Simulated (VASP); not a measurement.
# Ga15CN16 (a cell with a defect) in VASP: electric field gradients with PBE

Aim: the electric field gradients of Ga15CN16 (a cell with a defect) with PBE.

Everything below comes from runs of VASP 6.6.1. Logs are shortened: lines on timing, memory, paths and dates and some standing lists are left out, and cuts for length are marked.

**1. The cell of the first run**

The cell holds a defect, 32 atoms: a = 6.360 Å, b = 6.360 Å, c = 10.332 Å, α = 90.00°, β = 90.00°, γ = 120.00°.

**2. Electric field gradients, PBE**

File INCAR:

```
ALGO = Normal ; EDIFF = 1E-8
ENCUT = 520 ; GGA = PE
ISIF = 2 ; ISMEAR = -1
LASPH = T ; LCHARG = F
LEFG = T ; LREAL = Auto
LWAVE = F ; NBANDS = 162
NELECT = 278.0 ; NELM = 60
PREC = Accurate ; SIGMA = 0.01
```

File KPOINTS:

```
k-points
0
Gamma
  4 4 2
```

File POSCAR:

```
Ga15CN16
1.0
    6.3600000000      0.0000000000      0.0000000000
   -3.1800000000      5.5079215680      0.0000000000
    0.0000000000      0.0000000000     10.3320000000
C Ga N
1 15 16
Direct
    0.1666666666      0.3333333334      0.0000000000
    0.1666666666      0.3333333334      0.5000000000
    0.1666666666      0.8333333334      0.0000000000
    0.1666666666      0.8333333334      0.5000000000
    0.6666666666      0.3333333334      0.0000000000
    0.6666666666      0.3333333334      0.5000000000
    0.6666666666      0.8333333334      0.0000000000
    0.6666666666      0.8333333334      0.5000000000
    0.3333333334      0.1666666666      0.2500000000
    0.3333333334      0.1666666666      0.7500000000
    0.3333333334      0.6666666666      0.2500000000
    0.3333333334      0.6666666666      0.7500000000
    0.8333333334      0.1666666666      0.2500000000
    0.8333333334      0.1666666666      0.7500000000
    0.8333333334      0.6666666666      0.2500000000
    0.8333333334      0.6666666666      0.7500000000
    0.1666666666      0.3333333334      0.1875000000
    0.1666666666      0.3333333334      0.6875000000
    0.1666666666      0.8333333334      0.1875000000
    0.1666666666      0.8333333334      0.6875000000
    0.6666666666      0.3333333334      0.1875000000
    0.6666666666      0.3333333334      0.6875000000
    0.6666666666      0.8333333334      0.1875000000
    0.6666666666      0.8333333334      0.6875000000
    0.3333333334      0.1666666666      0.4375000000
    0.3333333334      0.1666666666      0.9375000000
    0.3333333334      0.6666666666      0.4375000000
    0.3333333334      0.6666666666      0.9375000000
    0.8333333334      0.1666666666      0.4375000000
    0.8333333334      0.1666666666      0.9375000000
    0.8333333334      0.6666666666      0.4375000000
    0.8333333334      0.6666666666      0.9375000000
```

Potentials or basis: VASP PAW PBE potentials, release 64 (C, Ga_d, N).

Command:

```console
$ cat potpaw_PBE.64/C/POTCAR potpaw_PBE.64/Ga_d/POTCAR potpaw_PBE.64/N/POTCAR > POTCAR
$ mpirun -np 1 vasp_std > vasp.out
```

OUTCAR:

```text
EDIFF = 1E-8
   ENCUT = 520
   GGA = PE
   ISIF = 2
   ISMEAR = -1
   LASPH = T
   LREAL = Auto
   NELECT = 278.0
   NELM = 60
   PREC = Accurate

 ion  position               nearest neighbor table
   1  0.167  0.333  0.000-
   2  0.167  0.333  0.500-  18 1.94  27 1.95  29 1.95  25 1.95
   3  0.167  0.833  0.000-  19 1.94  26 1.95  32 1.95  28 1.95
   4  0.167  0.833  0.500-  20 1.94  25 1.95  31 1.95  27 1.95
   5  0.667  0.333  0.000-  21 1.94  32 1.95  26 1.95  30 1.95
   6  0.667  0.333  0.500-  22 1.94  31 1.95  25 1.95  29 1.95
   7  0.667  0.833  0.000-  23 1.94  30 1.95  28 1.95  32 1.95
   8  0.667  0.833  0.500-  24 1.94  29 1.95  27 1.95  31 1.95
   9  0.333  0.167  0.250-  25 1.94  19 1.95  21 1.95  17 1.95
  10  0.333  0.167  0.750-  26 1.94  20 1.95  22 1.95  18 1.95
  11  0.333  0.667  0.250-  27 1.94  17 1.95  23 1.95  19 1.95
  12  0.333  0.667  0.750-  28 1.94  18 1.95  24 1.95  20 1.95
  13  0.833  0.167  0.250-  29 1.94  23 1.95  17 1.95  21 1.95
  14  0.833  0.167  0.750-  30 1.94  24 1.95  18 1.95  22 1.95
  15  0.833  0.667  0.250-  31 1.94  21 1.95  19 1.95  23 1.95
  16  0.833  0.667  0.750-  32 1.94  22 1.95  20 1.95  24 1.95
  17  0.167  0.333  0.188-  11 1.95  13 1.95   9 1.95
  18  0.167  0.333  0.688-   2 1.94  12 1.95  14 1.95  10 1.95
  19  0.167  0.833  0.188-   3 1.94   9 1.95  15 1.95  11 1.95
  20  0.167  0.833  0.688-   4 1.94  10 1.95  16 1.95  12 1.95
  21  0.667  0.333  0.188-   5 1.94  15 1.95   9 1.95  13 1.95
  22  0.667  0.333  0.688-   6 1.94  16 1.95  10 1.95  14 1.95
  23  0.667  0.833  0.188-   7 1.94  13 1.95  11 1.95  15 1.95
  24  0.667  0.833  0.688-   8 1.94  14 1.95  12 1.95  16 1.95
  25  0.333  0.167  0.438-   9 1.94   4 1.95   6 1.95   2 1.95
  26  0.333  0.167  0.938-  10 1.94   3 1.95   5 1.95
  27  0.333  0.667  0.438-  11 1.94   2 1.95   8 1.95   4 1.95
  28  0.333  0.667  0.938-  12 1.94   7 1.95   3 1.95
  29  0.833  0.167  0.438-  13 1.94   8 1.95   2 1.95   6 1.95
  30  0.833  0.167  0.938-  14 1.94   7 1.95   5 1.95
  31  0.833  0.667  0.438-  15 1.94   6 1.95   4 1.95   8 1.95
  32  0.833  0.667  0.938-  16 1.94   5 1.95   3 1.95   7 1.95

  LATTYP: Found a hexagonal cell.
 ALAT       =     6.3600000000
 C/A-ratio  =     1.6245283019

  Lattice vectors:

 A1 = (   6.3600000000,   0.0000000000,   0.0000000000)
 A2 = (  -3.1800000000,   5.5079215680,   0.0000000000)
 A3 = (   0.0000000000,   0.0000000000,  10.3320000000)

Analysis of symmetry for initial positions (statically):
=====================================================================
 Subroutine PRICEL returns:
 Original cell was already a primitive cell.

 Routine SETGRP: Setting up the symmetry group for a
 hexagonal supercell.

 Subroutine GETGRP returns: Found  6 space group operations
 (whereof  2 operations were pure point group operations)
 out of a pool of 24 trial point group operations.

The static configuration has the point symmetry C_1h.
 The point group associated with its full space group is C_3v.

Analysis of symmetry for dynamics (positions and initial velocities):
=====================================================================
 Subroutine PRICEL returns:
 Original cell was already a primitive cell.

 Routine SETGRP: Setting up the symmetry group for a
 hexagonal supercell.

 Subroutine GETGRP returns: Found  6 space group operations
 (whereof  2 operations were pure point group operations)
 out of a pool of 24 trial point group operations.

The dynamic configuration has the point symmetry C_1h.
 The point group associated with its full space group is C_3v.

 Subroutine INISYM returns: Found  6 space group operations
 (whereof  2 operations are pure point group operations),
 and found     1 'primitive' translations

----------------------------------------------------------------------------------------

                                     Primitive cell

  volume of cell :     361.9339

  direct lattice vectors                    reciprocal lattice vectors
     6.360000000  0.000000000  0.000000000     0.157232704  0.090778344  0.000000000
    -3.180000000  5.507921568  0.000000000     0.000000000  0.181556688  0.000000000
     0.000000000  0.000000000 10.332000000     0.000000000  0.000000000  0.096786682

  length of vectors
     6.360000000  6.360000000 10.332000000     0.181556688  0.181556688  0.096786682
[... 118 lines left out ...]
   ISPIN  =      1    spin polarized calculation?
   LNONCOLLINEAR =      F non collinear calculations
   LSORBIT =      F    spin-orbit coupling
   LASPH  =      T    aspherical Exc in radial PAW
   ENCUT  =  520.0 eV  38.22 Ry    6.18 a.u.  11.83 11.83 19.21*2*pi/ulx,y,z
   NELM   =     60;   NELMIN=  2; NELMDL= -5     # of ELM steps
   EDIFF  = 0.1E-07   stopping-criterion for ELM
   LREAL  =      T    real-space projection
   EDIFFG = 0.1E-06   stopping-criterion for IOM
   NSW    =      0    number of steps for IOM
   IBRION =     -1    ionic relax: 0-MD 1-quasi-New 2-CG
   NFREE  =      0    steps in history (QN), initial steepest desc. (CG)
   ISIF   =      2    stress and relaxation
   ISYM   =      2    0-nonsym 1-usesym 2-fastsym
   POTIM  = 0.5000    time-step for ionic-motion
   TEBEG  =    0.0;   TEEND  =   0.0 temperature during run
   PSTRESS=    0.0 pullay stress
   NELECT =     278.0000    total number of electrons
   NUPDOWN=      -1.0000    fix difference up-down
   EMIN   =  10.00;   EMAX   =-10.00  energy-range for DOS
   EFERMI =   0.00;   METHOD = LEGACY
   ISMEAR =    -1;   SIGMA  =   0.01  broadening in eV -4-tet -1-fermi 0-gaus
   EFERMI_NEDOS =   21; number of points for ismear=-14 and -15
   IALGO  =     38    algorithm
   IMIX   =      4    mixing-type and parameters
     AMIX     =   0.40;   BMIX     =  1.00
     AMIX_MAG =   1.60;   BMIX_MAG =  1.00
  volume/ion in A,a.u.               =      11.31        76.33
  Fermi-wavevector in a.u.,A,eV,Ry     =   1.499271  2.833211 30.583341  2.247812
  Thomas-Fermi vector in A             =   2.610922
   LORBIT       =      0    0 simple, 1 ext, 2 COOP (PROOUT), +10 PAW based schemes
   GGA     = PE    functional components
   LHFCALC =     F    Hartree Fock is set to
   AEXX    =    0.0000 exact exchange contribution
   IVDW    =     0    specifies the selected vdW correction
   LEPSILON=     F    determine dielectric tensor
   LRPA    =     F    only Hartree local field effects (RPA)
 non-spin polarized calculation
  energy-cutoff  :      520.00
  volume of cell :      361.93
 maximum number of plane-waves:      9768
 NGX is ok and might be reduce to    48
   NGX = 23   NGY = 23   NGZ = 39

 number of electron     278.0000017 magnetization

 Free energy of the ion-electron system (eV)
  ---------------------------------------------------
  ext. energy  EPLUGINS =         0.00000000
  ---------------------------------------------------
  free energy    TOTEN  =      -199.52459591 eV

  energy without entropy =     -199.52360975  energy(sigma->0) =     -199.52410283

 E-fermi :   5.2488     XC(G=0): -11.5787

 val. band max:        5.2478898421   @ k =   0.0000   0.0000   0.0000
 cond. band min:       5.4083105933   @ k =   0.0000   0.0000   0.5000
 fundamental gap:      0.1604207512
 Fermi energy:         5.2487545052

 k-point     1 :       0.0000    0.0000    0.0000
  band No.  band energies     occupation
      1     -11.1299      2.00000
      2     -10.3720      2.00000
      3     -10.2320      2.00000
      4     -10.1170      2.00000
      5     -10.1170      2.00000
      6      -9.9796      2.00000
[... 1221 lines left out ...]
    150      11.1420      0.00000
    151      11.3197      0.00000
 [bands above 151 left out]

------------------------ aborting loop because EDIFF is reached ----------------------------------------

  FORCE on cell =-STRESS in cart. coord.  units (eV):
  Direction    XX          YY          ZZ          XY          YZ          ZX
  --------------------------------------------------------------------------------------
  -------------------------------------------------------------------------------------
  Total       -5.3100789     -5.3100789     -0.7181081     -0.0000000     -0.0000000     -0.0000000
  in kB      -23.5061930    -23.5061930     -3.1788579     -0.0000000     -0.0000000     -0.0000000
  external PRESSURE =     -16.7304147 kB  Pullay stress =       0.0000000 kB

 VOLUME and BASIS-vectors are now :
 -----------------------------------------------------------------------------
  energy-cutoff  :      520.00
  volume of cell :      361.93
      direct lattice vectors                 reciprocal lattice vectors
     6.360000000  0.000000000  0.000000000     0.157232704  0.090778344  0.000000000
    -3.180000000  5.507921568  0.000000000     0.000000000  0.181556688  0.000000000
     0.000000000  0.000000000 10.332000000     0.000000000  0.000000000  0.096786682

 POSITION                                       TOTAL-FORCE (eV/Angst)
 -----------------------------------------------------------------------------------
     -0.00000      1.83597      0.00000        -0.000000      0.000000      0.534426
     -0.00000      1.83597      5.16600        -0.000000      0.000000      0.012795
     -1.59000      4.58993      0.00000        -0.974361     -0.562547      0.739256
     -1.59000      4.58993      5.16600        -0.061358     -0.035425     -0.300423
      3.18000      1.83597      0.00000         0.000000      1.125095      0.739256
      3.18000      1.83597      5.16600        -0.000000      0.070850     -0.300423
[... 24 lines left out ...]
      3.18000      3.67195      4.52025        -0.000000      0.000000      0.220619
      3.18000      3.67195      9.68625        -0.000000      0.000000      0.098147
 -----------------------------------------------------------------------------------
    total drift:                               -0.000007     -0.000007     -0.002056

  FREE ENERGIE OF THE ION-ELECTRON SYSTEM (eV)
  ---------------------------------------------------
  free  energy   TOTEN  =      -199.5245959053 eV

  energy  without entropy=     -199.5236097531  energy(sigma->0) =     -199.52410283

 Electric field gradients (V/A^2)
---------------------------------------------------------------------
 ion       V_xx      V_yy      V_zz      V_xy      V_xz      V_yz
---------------------------------------------------------------------
   1       2.103     2.101    -4.204    -0.002    -0.000     0.000
   2       1.055     1.059    -2.114     0.004    -0.000     0.000
   3       3.967    13.027   -16.993    -7.837    -9.688    -5.593
   4      -1.407    -0.656     2.062    -0.643    -0.932    -0.538
   5      17.548    -0.555   -16.993     0.005    -0.000    11.187
   6      -0.286    -1.776     2.062     0.004    -0.000     1.076
[... 24 lines left out ...]
  31      -0.813    -0.814     1.627    -0.001     0.000    -0.000
  32       2.027     2.026    -4.053    -0.001     0.000    -0.000
---------------------------------------------------------------------

 Electric field gradients after diagonalization (V/A^2)
 (convention: |V_zz| > |V_xx| > |V_yy|)
----------------------------------------------------------------------
 ion       V_xx      V_yy      V_zz     asymmetry (V_yy - V_xx)/ V_zz
----------------------------------------------------------------------
   1       2.104     2.100    -4.204       0.001
   2       1.061     1.052    -2.114       0.004
   3      17.548     5.107   -22.656       0.549
   4      -2.057    -0.286     2.343       0.756
   5      17.548     5.107   -22.656       0.549
   6      -2.057    -0.286     2.343       0.756
[... 24 lines left out ...]
  31      -0.815    -0.812     1.627       0.001
  32       2.027     2.025    -4.053       0.001
----------------------------------------------------------------------

           NMR quadrupolar parameters

 Cq : quadrupolar parameter    Cq=e*Q*V_zz/h
 eta: asymmetry parameters     (V_yy - V_xx)/ V_zz
 Q  : nuclear electric quadrupole moment in mb (millibarn)
----------------------------------------------------------------------
 ion       Cq(MHz)       eta       Q (mb)
----------------------------------------------------------------------
   1      -0.010       0.001       1.000
   2      -0.005       0.004       1.000
   3      -0.055       0.549       1.000
   4       0.006       0.756       1.000
   5      -0.055       0.549       1.000
   6       0.006       0.756       1.000
[... 24 lines left out ...]
  31       0.004       0.001       1.000
  32      -0.010       0.001       1.000
----------------------------------------------------------------------
```

Wall time 13 min (1 thread of Intel Xeon 6975P-C (Granite Rapids), shared host); peak memory 0.62 GiB.

Results:

```
Free energy                             : -199.5246 eV
Largest force                           : 3.394 eV/Å
Largest electric field gradient by atom : C -4.2; Ga -2.1, -22.7, +2.3, +16.1, +16.0, -4.3, -0.4 (each value once); N +98.8, -0.5, -3.1, +5.3, +7.6, +93.3, +1.6, -4.1 (each value once) V/Å²
```

Forces on the atoms (eV/Å):
```
C    0.000  0.000  0.534
Ga   0.000  0.000  0.013
Ga  -0.974 -0.563  0.739
Ga  -0.061 -0.035 -0.300
Ga   0.000  1.125  0.739
Ga   0.000  0.071 -0.300
Ga   0.974 -0.563  0.739
Ga   0.061 -0.035 -0.300
Ga   0.596 -0.344 -0.111
Ga  -0.427  0.246 -0.954
Ga   0.000  0.688 -0.111
Ga   0.000 -0.493 -0.954
Ga  -0.596 -0.344 -0.111
Ga   0.427  0.246 -0.954
Ga   0.000  0.000 -0.064
Ga   0.000  0.000 -0.259
N    0.000  0.000 -3.394
N    0.000  0.000  0.403
N    0.072  0.042 -0.120
N    0.116  0.067  0.544
N    0.000 -0.084 -0.120
N    0.000 -0.134  0.544
N   -0.072  0.042 -0.120
N   -0.116  0.067  0.544
N   -0.126  0.073 -0.031
N   -2.445  1.412  1.050
N    0.000 -0.145 -0.031
N    0.000 -2.824  1.050
N    0.126  0.073 -0.031
N    2.445  1.412  1.050
N    0.000  0.000  0.221
N    0.000  0.000  0.098
```

Electric field gradients, principal values (V/Å²):
```csv
atom,least,middle,greatest (by size)
1 C,2.100,2.104,-4.204
2 Ga,1.052,1.061,-2.114
3 Ga,5.107,17.548,-22.656
4 Ga,-0.286,-2.057,2.343
5 Ga,5.107,17.548,-22.656
6 Ga,-0.286,-2.057,2.343
7 Ga,5.101,17.556,-22.657
8 Ga,-0.280,-2.063,2.343
9 Ga,-6.657,-9.409,16.066
10 Ga,-7.153,-8.827,15.980
11 Ga,-6.664,-9.408,16.072
12 Ga,-7.160,-8.820,15.980
13 Ga,-6.664,-9.408,16.072
14 Ga,-7.160,-8.820,15.980
15 Ga,2.148,2.157,-4.306
16 Ga,0.215,0.224,-0.439
17 N,-49.416,-49.419,98.835
18 N,0.256,0.258,-0.514
19 N,0.460,2.639,-3.099
20 N,-1.535,-3.783,5.319
21 N,0.460,2.639,-3.099
22 N,-1.535,-3.783,5.319
23 N,0.459,2.639,-3.097
24 N,-1.537,-3.782,5.319
25 N,-3.658,-3.913,7.572
26 N,-44.585,-48.719,93.305
27 N,-3.660,-3.912,7.571
28 N,-44.584,-48.720,93.304
29 N,-3.660,-3.912,7.571
30 N,-44.584,-48.720,93.304
31 N,-0.812,-0.815,1.627
32 N,2.025,2.027,-4.053
```

Caveat: the cell carries a net charge on a neutralising background, which shifts energy and pressure; the cell is charged against a uniform background, so pressure and absolute levels hang on convention; without QUAD_EFG the Cq values of the log hold for a quadrupole moment of 1 mb, not for the nuclei.
